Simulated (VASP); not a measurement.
GaBiSe3, 10 atoms in the cell. Symmetry: P6_3/mmc, No. 194, hexagonal system. Conventional cell: a = 6.455 Å, b = 6.455 Å, c = 6.799 Å, α = 90.00°, β = 90.00°, γ = 120.00°. Within 3.4 Å of Ga (site symmetry -3m) lie 6 Se at 2.58 Å and 2 Ga at 3.40 Å. Bi (site symmetry -6m2) has 12 Se at 3.23 to 3.84 Å and 6 Ga at 4.10 Å within 4.2 Å. Se (site symmetry mm2) has 2 Ga at 2.58 Å and 4 Se at 3.08 to 3.37 Å and 2 Bi at 3.23 Å within 3.4 Å. 

```yaml
Program: VASP 6.6.1
Task: single point
Functional: PBE
Potentials_or_basis: VASP PAW PBE potentials, release 64 (Ga_d, Bi_d, Se)
Cutoff: 500 eV
k_mesh: 3 × 3 × 4
Occupations: gaussian, width 0.1 eV
Spin: no spin polarisation
Dipole_correction: no
Further_INCAR_settings: ALGO = Normal; EDIFF = 1e-06; NBANDS = 57
```

Potentials or basis: VASP PAW PBE potentials, release 64 (Ga_d, Bi_d, Se).

Run with:

```bash
$ cat potpaw_PBE.64/Ga_d/POTCAR potpaw_PBE.64/Bi_d/POTCAR potpaw_PBE.64/Se/POTCAR > POTCAR
$ mpirun -np 1 vasp_std > vasp.out
```

Hardware: 1 thread of Intel Xeon 8259CL (shared host).

Problem. How long does it take, and how much memory?

Solution. It took 4.6 min on 1 thread of Intel Xeon 8259CL (shared host), peak memory 0.38 GiB. Counts: scf iterations 13, k points 9.
